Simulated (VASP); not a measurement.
# Si4B: relaxation of cell and atoms with PBE

Si4B:

```xyz
5
Lattice="4.1132 0.0000 0.0000 0.0000 4.1132 0.0000 0.0000 0.0000 4.1132" Properties=species:S:1:pos:R:3 pbc="T T T"
Si    0.0000    0.0000    0.0000
Si    2.0566    2.0566    0.0000
Si    2.0566    0.0000    2.0566
Si    0.0000    2.0566    2.0566
B     2.0566    2.0566    2.0566
```

The cell was generated, and may not be a known phase.

* Program: VASP 6.6.1
* Task: relaxation of cell and atoms
* Functional: PBE
* Potentials or basis: VASP PAW PBE potentials, release 64 (Si, B)
* Cutoff: 600 eV
* k mesh: 10 × 10 × 10
* Occupations: gaussian, width 0.1 eV
* Spin: no spin polarisation
* Dipole correction: no
* Further INCAR settings: ALGO = Normal; EDIFF = 1e-07; IBRION = 2; EDIFFG = -0.01; NSW = 100; ISIF = 3

```
Relaxed volume                        : 14.05 Å³/atom
Relaxed cell                          : a = 4.126 Å, b = 4.126 Å, c = 4.126 Å, α = 90.00°, β = 90.00°, γ = 90.00°
Space group after relaxing (to 0.1 Å) : Pm-3m (No. 221)
Energy gained by relaxing             : 0.4 meV/atom
Ionic steps                           : 3
Pressure after relaxing               : 0.0 GPa
Band gap on the k mesh                : zero (an odd number of electrons rules out a gap without spin polarisation)
```

The path:
| step | energy change (eV) | largest force (eV/Å) | pressure (GPa) | volume (Å³) |
| --- | --- | --- | --- | --- |
| 1 | 0.0000 | 0.0000 | 0.97 | 69.59 |
| 2 | -0.0018 | 0.0000 | -0.25 | 70.44 |
| 3 | -0.0020 | 0.0000 | 0.00 | 70.26 |

Final structure:
```
Si B
1.0
     4.12633    0.00000    0.00000
     0.00000    4.12633    0.00000
     0.00000    0.00000    4.12633
Si B
4 1
Direct
  0.00000 0.00000 0.00000
  0.50000 0.50000 0.00000
  0.50000 0.00000 0.50000
  0.00000 0.50000 0.50000
  0.50000 0.50000 0.50000
```

Levels at points of the mesh, in eV from the Fermi level:
```
           k point  band 8  band 9  band 10  band 11  band 12  band 13
(0.00, 0.00, 0.00)   -0.14   -0.14    -0.14     2.23     2.39     2.39
(0.50, 0.00, 0.00)   -2.69   -2.69    -1.09     2.25     2.25     3.17
(0.50, 0.50, 0.00)   -1.50   -0.93    -0.93    -0.47    -0.43     3.46
(0.50, 0.50, 0.50)   -6.00    3.53     3.53     3.53     5.11     5.11
```

Run time: 2.8 min on 1 thread of Intel Xeon 8259CL, on a shared host, peak memory 0.23 GiB.
